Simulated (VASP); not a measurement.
A run of VASP 6.6.1:

File INCAR:

```
SYSTEM = Al
ALGO = Normal
EDIFF = 1E-6
ENCUT = 520
GGA = PS
ISIF = 2
ISMEAR = -1
LASPH = .True.
LCHARG = .True.
LELF = .True.
LREAL = .False.
LVHAR = .True.
LWAVE = .False.
NBANDS = 12
NELM = 100
PREC = Accurate
SIGMA = 0.1
```

Contents of KPOINTS:

```
k-points
0
Gamma
  11 11 15
  0 0 0
```

The input POSCAR:

```
Al
1.0
    4.5542136913      0.0000000000      0.0000000000
   -2.2771068457      3.9440647509      0.0000000000
    0.0000000000      0.0000000000      2.8127800816
Al
3
Direct
    0.0000000000      1.0000000000      0.0000000000
    0.3333333333      0.6666666667      0.5000000000
    0.6666666667      0.3333333333      0.5000000000
```

Potentials or basis: VASP PAW PBE potentials, release 64 (Al).

Run with:

```bash
$ cat potpaw_PBE.64/Al/POTCAR > POTCAR
$ mpirun -np 1 vasp_std > vasp.out
```

Hardware: 1 thread of Intel(R) Xeon(R) Platinum 8259CL CPU @ 2.50GHz (Skylake/Cascade Lake) (shared host).

Question: How long does it take, and how much memory?

Answer: Wall time 53 s on 1 thread of Intel(R) Xeon(R) Platinum 8259CL CPU @ 2.50GHz (Skylake/Cascade Lake) (shared host), peak memory 0.2 GiB. Counts: scf iterations 10, k points 128.
